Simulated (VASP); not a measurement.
Wanted: the native input for a VASP 6.6.1 run.

```
Task                   : single point
Functional             : PBEsol
Potentials or basis    : VASP PAW PBE potentials, release 64 (W_sv)
Cutoff                 : 520 eV
k mesh                 : 11 × 11 × 11
Occupations            : methfessel-paxton, width 0.1 eV
Spin                   : no spin polarisation
Dipole correction      : no
Further INCAR settings : ALGO = Normal; EDIFF = 1e-06; NBANDS = 13
```

The structure of W lies in POSCAR:

```
W
1.0
    0.0000000000      2.0300000000      2.0300000000
    2.0300000000      0.0000000000      2.0300000000
    2.0300000000      2.0300000000      0.0000000000
W
1
Direct
    0.0000000000      0.0000000000      0.0000000000
```

These files were run (other wordings do the same):

INCAR

```
SYSTEM = W
ALGO = Normal
EDIFF = 1E-6
ENCUT = 520
GGA = PS
ISIF = 2
ISMEAR = 1
LASPH = .True.
LCHARG = .False.
LREAL = .False.
LWAVE = .False.
NBANDS = 13
NELM = 60
PREC = Accurate
SIGMA = 0.1
```

KPOINTS

```
k-points
0
Gamma
  11 11 11
  0 0 0
```

Potentials or basis: VASP PAW PBE potentials, release 64 (W_sv).

Launch:

```bash
$ cat potpaw_PBE.64/W_sv/POTCAR > POTCAR
$ mpirun -np 1 vasp_std > vasp.out
```

Results of the run:

* Pressure: -12.4 GPa
* Band gap on the k mesh: zero (band 7 reaches 12.63 eV, above the bottom of band 8 at 9.52 eV)

Caveat: the PAW data sets were made with another functional, which shifts forces and pressure a little; spin-orbit coupling is left out, which moves the levels of the heavy elements.

It took 17 s on 1 thread of AMD EPYC 7R13 Processor (Zen 3), with other jobs on the host, peak memory 0.11 GiB.
